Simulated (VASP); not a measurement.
A run of VASP 6.6.1:

Contents of INCAR:

```
PREC     = Accurate       # precision mode
ENCUT    = 600            # plane-wave cutoff, eV
EDIFF    = 1E-6           # SCF threshold, eV
ISMEAR   = 0              # smearing method
SIGMA    = 0.1            # smearing width, eV
LREAL    = F              # projectors in reciprocal space
LASPH    = T              # aspherical terms in the spheres
NELM     = 60             # most SCF steps
ALGO     = Normal         # electronic algorithm
ISIF     = 3              # what is computed and relaxed
LWAVE    = F              # write WAVECAR
LCHARG   = F              # write CHGCAR
GGA      = PS             # functional
IBRION   = 2              # ionic algorithm
NSW      = 100            # ionic steps
EDIFFG   = -0.005         # ionic threshold
```

The input KPOINTS:

```
regular mesh
0
Gamma
  12 12 10
```

Contents of POSCAR:

```
TiB
1.0
    3.8313389013     -0.0000003722      0.0000000000
   -1.9156691283      3.3180370052      0.0000000000
    0.0000000000      0.0000000000      4.4145306024
Ti B
2 2
Direct
    0.0000000000      0.0000000000     -0.0625051294
    0.3333333333      0.6666666667      0.4374948706
    0.0000000000      0.0000000000      0.4375051294
    0.3333333333      0.6666666667      0.9375051294
```

Potentials or basis: VASP PAW PBE potentials, release 64 (Ti_sv, B).

Run with:

```sh
$ cat potpaw_PBE.64/Ti_sv/POTCAR potpaw_PBE.64/B/POTCAR > POTCAR
$ mpirun -np 1 vasp_std > vasp.out
```

Hardware: 1 thread of Intel(R) Xeon(R) 6975P-C (Granite Rapids), with other jobs on the host.

Question: How long does it take, and how much memory?

Answer: Wall time 98 s on 1 thread of Intel(R) Xeon(R) 6975P-C (Granite Rapids), on a shared host, peak memory 0.29 GiB. Counts: scf iterations 28, k points 114, ion steps 3.
